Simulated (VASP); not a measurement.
# AlN in VASP: further runs

The runs below take AlN through single point, with LDA.

The COD entry that gives the cell may itself be a prediction, so a difference from it is no test against experiment.

Everything below comes from runs of VASP 6.6.1. Logs are shortened: lines on timing, memory, paths and dates and some standing lists are left out, and cuts for length are marked.

### Step 1. The cell of the first run

It takes space group Fm-3m (No. 225, cubic). The conventional cell has a = 3.938 Å, b = 3.938 Å, c = 3.938 Å, α = 90.00°, β = 90.00°, γ = 90.00°. Within 2.6 Å of Al (site symmetry m-3m) lie 6 N at 1.97 Å. N (site symmetry m-3m) has 6 Al at 1.97 Å within 2.6 Å.

### Step 2. Single point, LDA

Input file INCAR:

```
SYSTEM = AlN
  PREC = Accurate
  ENCUT = 600
  EDIFF = 1E-6
  ISMEAR = -1
  SIGMA = 0.02
  LREAL = .FALSE.
  LASPH = .TRUE.
  NELM = 120
  ALGO = Normal
  ISIF = 2
  LWAVE = .FALSE.
  LCHARG = .FALSE.
  GGA = CA
  NBANDS = 11
  GGA_COMPAT = .FALSE.
```

Input file KPOINTS:

```
Automatic mesh
0
G
  8 8 8
  0 0 0
```

Input file POSCAR:

```
AlN
1.0
    0.0000000000      1.9690000000      1.9690000000
    1.9690000000      0.0000000000      1.9690000000
    1.9690000000      1.9690000000      0.0000000000
Al N
1 1
Direct
    0.0000000000      0.0000000000      0.0000000000
    0.5000000000      0.5000000000      0.5000000000
```

Potentials or basis: VASP PAW LDA potentials, release 64 (Al, N).

Started as:

```sh
$ cat potpaw_LDA.64/Al/POTCAR potpaw_LDA.64/N/POTCAR > POTCAR
$ mpirun -np 1 vasp_std > vasp.out
```

OUTCAR:

```text
SYSTEM = AlN
   PREC = Accurate
   ENCUT = 600
   EDIFF = 1E-6
   ISMEAR = -1
   LREAL = .FALSE.
   LASPH = .TRUE.
   NELM = 120
   ISIF = 2
   GGA = CA

 ion  position               nearest neighbor table
   1  0.000  0.000  0.000-   2 1.97   2 1.97   2 1.97   2 1.97   2 1.97   2 1.97
   2  0.500  0.500  0.500-   1 1.97   1 1.97   1 1.97   1 1.97   1 1.97   1 1.97

  LATTYP: Found a face centered cubic cell.
 ALAT       =     3.9380000000

  Lattice vectors:

 A1 = (   0.0000000000,   1.9690000000,   1.9690000000)
 A2 = (   1.9690000000,   0.0000000000,   1.9690000000)
 A3 = (   1.9690000000,   1.9690000000,   0.0000000000)

Analysis of symmetry for initial positions (statically):
=====================================================================
 Subroutine PRICEL returns:
 Original cell was already a primitive cell.

 Routine SETGRP: Setting up the symmetry group for a
 face centered cubic supercell.

 Subroutine GETGRP returns: Found 48 space group operations
 (whereof 48 operations were pure point group operations)
 out of a pool of 48 trial point group operations.

The static configuration has the point symmetry O_h .

Analysis of symmetry for dynamics (positions and initial velocities):
=====================================================================
 Subroutine PRICEL returns:
 Original cell was already a primitive cell.

 Routine SETGRP: Setting up the symmetry group for a
 face centered cubic supercell.

 Subroutine GETGRP returns: Found 48 space group operations
 (whereof 48 operations were pure point group operations)
 out of a pool of 48 trial point group operations.

The dynamic configuration has the point symmetry O_h .

 Subroutine INISYM returns: Found 48 space group operations
 (whereof 48 operations are pure point group operations),
 and found     1 'primitive' translations

----------------------------------------------------------------------------------------

                                     Primitive cell

  volume of cell :      15.2675

  direct lattice vectors                    reciprocal lattice vectors
     0.000000000  1.969000000  1.969000000    -0.253936008  0.253936008  0.253936008
     1.969000000  0.000000000  1.969000000     0.253936008 -0.253936008  0.253936008
     1.969000000  1.969000000  0.000000000     0.253936008  0.253936008 -0.253936008

  length of vectors
     2.784586504  2.784586504  2.784586504     0.439830068  0.439830068  0.439830068

  position of ions in fractional coordinates (direct lattice)
     0.000000000  0.000000000  0.000000000
     0.500000000  0.500000000  0.500000000

  ion indices of the primitive-cell ions
   primitive index   ion index
                 1           1
                 2           2

----------------------------------------------------------------------------------------

 KPOINTS: Automatic mesh

Automatic generation of k-mesh.
 Grid dimensions read from file:
 generate k-points for:    8    8    8

 Generating k-lattice:

  Cartesian coordinates                     Fractional coordinates (reciprocal lattice)
    -0.031742001  0.031742001  0.031742001     0.125000000  0.000000000  0.000000000
     0.031742001 -0.031742001  0.031742001     0.000000000  0.125000000  0.000000000
     0.031742001  0.031742001 -0.031742001     0.000000000  0.000000000  0.125000000

  Length of vectors
     0.054978758  0.054978758  0.054978758

  Shift w.r.t. Gamma in fractional coordinates (k-lattice)
     0.000000000  0.000000000  0.000000000

 Subroutine IBZKPT returns following result:
 ===========================================

 Found     29 irreducible k-points:

 Following reciprocal coordinates:
            Coordinates               Weight
  0.000000  0.000000  0.000000      1.000000
  0.125000  0.000000  0.000000      8.000000
  0.250000  0.000000  0.000000      8.000000
  0.375000  0.000000  0.000000      8.000000
  0.500000  0.000000  0.000000      4.000000
  0.125000  0.125000  0.000000      6.000000
[... 16 lines left out ...]
  0.500000  0.250000  0.125000     48.000000
 -0.375000  0.250000  0.125000     24.000000
 [... further k-points ...]
   k-points           NKPTS =     29   k-points in BZ     NKDIM =     29   number of bands    NBANDS=     11
   number of dos      NEDOS =    301   number of ions     NIONS =      2
   total plane-waves  NPLWV =  13824
   dimension x,y,z NGX =    24 NGY =   24 NGZ =   24
   dimension x,y,z NGXF=    48 NGYF=   48 NGZF=   48
   ions per type =               1   1
   NGX,Y,Z   is equivalent  to a cutoff of  14.33, 14.33, 14.33 a.u.
   NGXF,Y,Z  is equivalent  to a cutoff of  28.66, 28.66, 28.66 a.u.
 SYSTEM =  AlN
   PREC   = accura    normal or accurate (medium, high low for compatibility)
   ISTART =      0    job   : 0-new  1-cont  2-samecut
   ICHARG =      2    charge: 1-file 2-atom 10-const
   ISPIN  =      1    spin polarized calculation?
   LNONCOLLINEAR =      F non collinear calculations
   LSORBIT =      F    spin-orbit coupling
   LASPH  =      T    aspherical Exc in radial PAW
   ENCUT  =  600.0 eV  44.10 Ry    6.64 a.u.   5.56  5.56  5.56*2*pi/ulx,y,z
   NELM   =    120;   NELMIN=  2; NELMDL= -5     # of ELM steps
   EDIFF  = 0.1E-05   stopping-criterion for ELM
   LREAL  =      F    real-space projection
   EDIFFG = 0.1E-04   stopping-criterion for IOM
   NSW    =      0    number of steps for IOM
   IBRION =     -1    ionic relax: 0-MD 1-quasi-New 2-CG
   NFREE  =      0    steps in history (QN), initial steepest desc. (CG)
   ISIF   =      2    stress and relaxation
   ISYM   =      2    0-nonsym 1-usesym 2-fastsym
   POTIM  = 0.5000    time-step for ionic-motion
   TEBEG  =    0.0;   TEEND  =   0.0 temperature during run
   PSTRESS=    0.0 pullay stress
   NELECT =       8.0000    total number of electrons
   NUPDOWN=      -1.0000    fix difference up-down
   EMIN   =  10.00;   EMAX   =-10.00  energy-range for DOS
   EFERMI =   0.00;   METHOD = LEGACY
   ISMEAR =    -1;   SIGMA  =   0.02  broadening in eV -4-tet -1-fermi 0-gaus
   EFERMI_NEDOS =   21; number of points for ismear=-14 and -15
   IALGO  =     38    algorithm
   IMIX   =      4    mixing-type and parameters
     AMIX     =   0.40;   BMIX     =  1.00
     AMIX_MAG =   1.60;   BMIX_MAG =  1.00
  volume/ion in A,a.u.               =       7.63        51.51
  Fermi-wavevector in a.u.,A,eV,Ry     =   1.319823  2.494104 23.700443  1.741933
  Thomas-Fermi vector in A             =   2.449694
   LORBIT       =      0    0 simple, 1 ext, 2 COOP (PROOUT), +10 PAW based schemes
   GGA     = CA    functional components
   LHFCALC =     F    Hartree Fock is set to
   AEXX    =    0.0000 exact exchange contribution
   IVDW    =     0    specifies the selected vdW correction
   LEPSILON=     F    determine dielectric tensor
   LRPA    =     F    only Hartree local field effects (RPA)
 non-spin polarized calculation
  energy-cutoff  :      600.00
  volume of cell :       15.27
 maximum number of plane-waves:       531
 NGX is ok and might be reduce to    24
   NGX = 11   NGY = 11   NGZ = 11

 number of electron       8.0000000 magnetization

 Free energy of the ion-electron system (eV)
  ---------------------------------------------------
  ext. energy  EPLUGINS =         0.00000000
  ---------------------------------------------------
  free energy    TOTEN  =       -16.18246964 eV

  energy without entropy =      -16.18246964  energy(sigma->0) =      -16.18246964

 E-fermi :  11.1837     XC(G=0): -12.9491

 val. band max:       10.7760045805   @ k =   0.0000   0.0000   0.0000
 cond. band min:      15.8157353834   @ k =   0.5000   0.5000   0.0000
 fundamental gap:      5.0397308029
 Fermi energy:        11.1837285830

 k-point     1 :       0.0000    0.0000    0.0000
  band No.  band energies     occupation
      1      -7.3765      2.00000
      2      10.7760      2.00000
      3      10.7760      2.00000
      4      10.7760      2.00000
      5      17.7395      0.00000
      6      23.0395      0.00000
      7      23.0395      0.00000
      8      23.0395      0.00000
      9      28.4852      0.00000
     10      28.9891      0.00000
     11      28.9891      0.00000

 k-point     2 :       0.1250    0.0000    0.0000
  band No.  band energies     occupation
      1      -7.0293      2.00000
      2       9.2681      2.00000
      3      10.5611      2.00000
      4      10.5611      2.00000
      5      18.4686      0.00000
      6      21.9416      0.00000
      7      23.5264      0.00000
      8      23.5264      0.00000
      9      27.2198      0.00000
     10      27.2198      0.00000
     11      29.8446      0.00000

 k-point     3 :       0.2500    0.0000    0.0000
  band No.  band energies     occupation
      1      -6.0342      2.00000
      2       6.2698      2.00000
      3      10.0975      2.00000
      4      10.0975      2.00000
      5      18.3541      0.00000
      6      22.5408      0.00000
      7      23.4850      0.00000
      8      23.4850      0.00000
      9      27.4344      0.00000
     10      27.4344      0.00000
     11      28.8488      0.00000

 k-point     4 :       0.3750    0.0000    0.0000
  band No.  band energies     occupation
      1      -4.6157      2.00000
      2       3.3485      2.00000
      3       9.6927      2.00000
      4       9.6927      2.00000
      5      17.6653      0.00000
      6      22.5944      0.00000
      7      22.5944      0.00000
      8      24.2945      0.00000
      9      27.8796      0.00000
     10      30.1211      0.00000
     11      30.1211      0.00000
[... 239 lines left out ...]
 k-point    22 :       0.3750    0.2500    0.1250
  band No.  band energies     occupation
      1      -5.2069      2.00000
      2       5.9040      2.00000
      3       7.9712      2.00000
      4       9.4585      2.00000
      5      19.6463      0.00000
      6      20.3536      0.00000
      7      21.6197      0.00000
      8      25.3412      0.00000
      9      26.4521      0.00000
     10      30.9896      0.00000
     11      33.2236      0.00000

 k-point    23 :       0.5000    0.2500    0.1250
  band No.  band energies     occupation
      1      -3.9198      2.00000
      2       3.9580      2.00000
      3       6.9992      2.00000
      4       8.8781      2.00000
      5      19.5770      0.00000
      6      20.4600      0.00000
      7      22.1945      0.00000
      8      24.7361      0.00000
      9      28.4025      0.00000
     10      31.6566      0.00000
     11      33.5888      0.00000

 k-point    24 :      -0.3750    0.2500    0.1250
  band No.  band energies     occupation
      1      -3.1465      2.00000
      2       2.8306      2.00000
      3       6.7738      2.00000
      4       8.5946      2.00000
      5      19.6972      0.00000
      6      19.8439      0.00000
      7      23.7552      0.00000
      8      24.1905      0.00000
      9      29.6333      0.00000
     10      30.6723      0.00000
     11      34.0069      0.00000

 [... further k-points ...]

------------------------ aborting loop because EDIFF is reached ----------------------------------------

  FORCE on cell =-STRESS in cart. coord.  units (eV):
  Direction    XX          YY          ZZ          XY          YZ          ZX
  --------------------------------------------------------------------------------------
  -------------------------------------------------------------------------------------
  Total        1.6880150      1.6880150      1.6880150     -0.0000000     -0.0000000      0.0000000
  in kB      177.1412642    177.1412642    177.1412642     -0.0000000     -0.0000000      0.0000000
  external PRESSURE =     177.1412642 kB  Pullay stress =       0.0000000 kB

 VOLUME and BASIS-vectors are now :
 -----------------------------------------------------------------------------
  energy-cutoff  :      600.00
  volume of cell :       15.27
      direct lattice vectors                 reciprocal lattice vectors
     0.000000000  1.969000000  1.969000000    -0.253936008  0.253936008  0.253936008
     1.969000000  0.000000000  1.969000000     0.253936008 -0.253936008  0.253936008
     1.969000000  1.969000000  0.000000000     0.253936008  0.253936008 -0.253936008

 POSITION                                       TOTAL-FORCE (eV/Angst)
 -----------------------------------------------------------------------------------
      0.00000      0.00000      0.00000        -0.000000      0.000000      0.000000
      1.96900      1.96900      1.96900         0.000000     -0.000000     -0.000000
 -----------------------------------------------------------------------------------
    total drift:                               -0.000000     -0.000000      0.000000

  FREE ENERGIE OF THE ION-ELECTRON SYSTEM (eV)
  ---------------------------------------------------
  free  energy   TOTEN  =       -16.1824696448 eV

  energy  without entropy=      -16.1824696448  energy(sigma->0) =      -16.18246964
```

It took 6.6 s on 1 thread of Intel Xeon 8259CL, shared host; peak memory 0.13 GiB.

Results:

```yaml
Free_energy: -16.1825 eV
Pressure: 17.7 GPa
Band_gap_on_the_k_mesh: 5.04 eV, indirect (least direct gap 6.96 eV)
```

Levels at points of the mesh, in eV from the valence-band top:
| k point | band 1 | band 2 | band 3 | band 4 | band 5 | band 6 | band 7 | band 8 |
| --- | --- | --- | --- | --- | --- | --- | --- | --- |
| (0.00, 0.00, 0.00) | -18.15 | 0.00 | 0.00 | 0.00 | 6.96 | 12.26 | 12.26 | 12.26 |
| (0.50, 0.00, 0.00) | -14.49 | -8.87 | -1.24 | -1.24 | 6.64 | 11.45 | 11.45 | 14.31 |
| (0.50, 0.50, 0.00) | -13.36 | -7.96 | -3.02 | -3.02 | 5.04 | 5.25 | 14.88 | 18.26 |

### Step 3. Single point, LDA

Input file INCAR:

```
PREC = Accurate
ENCUT = 600
EDIFF = 1E-6
ISMEAR = -1
SIGMA = 0.02
LREAL = False
LASPH = True
NELM = 120
ALGO = Normal
ISIF = 2
LWAVE = False
LCHARG = False
NBANDS = 11
GGA_COMPAT = False
```

Input file KPOINTS:

```
Automatic mesh
0
Gamma
  8 8 8
```

Input file POSCAR:

```
AlN
1.0
    0.0000000000      1.9361833333      2.0363114048
    1.9361833333      0.0000000000      2.0363114048
    1.9361833333      1.9361833333      0.0000000000
Al N
1 1
Direct
    0.0000000000      0.0000000000      0.0000000000
    0.5000000000      0.5000000000      0.5000000000
```

Potentials or basis: VASP PAW LDA potentials, release 64 (Al, N).

Started as:

```sh
$ cat potpaw_LDA.64/Al/POTCAR potpaw_LDA.64/N/POTCAR > POTCAR
$ mpirun -np 1 vasp_std > vasp.out
```

Run time: 13 s. Hardware: 1 thread of Intel Xeon 8259CL, shared host; peak memory 0.13 GiB.

Results (log left out):

```
Free energy            : -16.1491 eV
Pressure               : 19.2 GPa
Band gap on the k mesh : 4.69 eV, indirect (least direct gap 6.68 eV)
```

Stress tensor (GPa, compression positive):
```
26.02  0.00  0.00
 0.00 26.02  0.00
 0.00  0.00  5.64
```

Levels at points of the mesh, in eV from the valence-band top:
| k point | band 1 | band 2 | band 3 | band 4 | band 5 | band 6 | band 7 | band 8 | band 9 |
| --- | --- | --- | --- | --- | --- | --- | --- | --- | --- |
| (0.00, 0.00, 0.00) | -18.36 | -0.32 | -0.32 | 0.00 | 6.69 | 11.61 | 12.33 | 12.33 | 17.24 |
| (0.50, 0.00, 0.00) | -14.70 | -9.08 | -1.58 | -1.34 | 6.32 | 10.83 | 11.89 | 14.04 | 16.60 |
| (0.50, 0.50, 0.00) | -13.90 | -8.34 | -2.96 | -2.96 | 5.18 | 5.46 | 14.23 | 18.44 | 18.44 |
| (0.50, 0.00, 0.50) | -13.42 | -8.08 | -3.69 | -3.03 | 4.69 | 4.89 | 14.87 | 16.99 | 18.78 |

A k mesh can miss the band edges. Expect the measured gap to be larger: semilocal functionals such as LDA lack the derivative discontinuity.
